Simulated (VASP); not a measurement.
A run of VASP 6.6.1:

File INCAR:

```
PREC = Accurate
ENCUT = 520
EDIFF = 1E-6
ISMEAR = 0
SIGMA = 0.1
LREAL = False
LASPH = True
NELM = 100
ALGO = Normal
ISIF = 2
LWAVE = False
LCHARG = False
LDIPOL = True
IDIPOL = 3
DIPOL = 0.5 0.5 0.352
GGA = PE
IBRION = 2
NSW = 36
EDIFFG = -0.025
```

Contents of KPOINTS:

```
Automatic mesh
0
Gamma
  9 9 1
```

File POSCAR:

```
W3C
1.0
    2.8547213223      0.0000000000      0.0000000000
    0.0000000000      2.8547213223      0.0000000000
    0.0000000000      0.0000000000     19.4446427381
W C
3 1
Selective dynamics
Direct
    0.5000000000      0.5000000000      0.2057121879  F F F
    0.0000000000      0.0000000000      0.3071172995  F F F
    0.5000000000      0.5000000000      0.4085774599  F F F
    0.8333333333      0.8333333333      0.4846909694  F F T
```

Potentials or basis: VASP PAW PBE potentials, release 64 (W_sv, C).

The run is started by

```console
$ cat potpaw_PBE.64/W_sv/POTCAR potpaw_PBE.64/C/POTCAR > POTCAR
$ mpirun -np 1 vasp_std > vasp.out
```

Hardware: 1 thread of AMD EPYC 9R45 96-Core Processor (Zen 5), with other jobs on the host.

How long does it take, and how much memory?

Wall time 4.4 min on 1 thread of AMD EPYC 9R45 96-Core Processor (Zen 5) (shared host), peak memory 0.31 GiB. Counts: scf iterations 59, k points 25, ion steps 3.
